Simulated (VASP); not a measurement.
Here is a VASP 6.6.1 calculation.

File INCAR:

```
SYSTEM = Co
PREC = Accurate
ENCUT = 600
EDIFF = 1E-6
ISMEAR = -1
SIGMA = 0.08
LREAL = .FALSE.
LASPH = .TRUE.
NELM = 150
ALGO = Normal
ISIF = 3
LWAVE = .FALSE.
LCHARG = .FALSE.
ISPIN = 2
MAGMOM = 1.7
LORBIT = 11
LMAXMIX = 4
GGA = PS
IBRION = 2
NSW = 32
EDIFFG = -0.005
PSTRESS = 340.0
```

File KPOINTS:

```
Automatic mesh
0
G
  18 18 18
  0 0 0
```

Contents of POSCAR:

```
Co
1.0
    2.1815753065      0.0000000000      0.0000000000
    0.0000000000      2.1815753065      0.0000000000
    0.0000000000      0.0000000000      2.1815753065
Co
1
Direct
    0.0000000000      0.0000000000      0.0000000000
```

Potentials or basis: VASP PAW PBE potentials, release 64 (Co).

The run is started by

```sh
$ cat potpaw_PBE.64/Co/POTCAR > POTCAR
$ mpirun -np 1 vasp_std > vasp.out
```

(1) Estimate the site moments.

(2) What does it give for the relaxed volume?

Answers

(1) Co +1.41 μB.

(2) 10.32 Å³/atom.

Caveat: the cell is relaxed towards a set pressure, so the enthalpy falls and the energy may rise; the PAW data sets were made with another functional, which shifts forces and pressure a little.
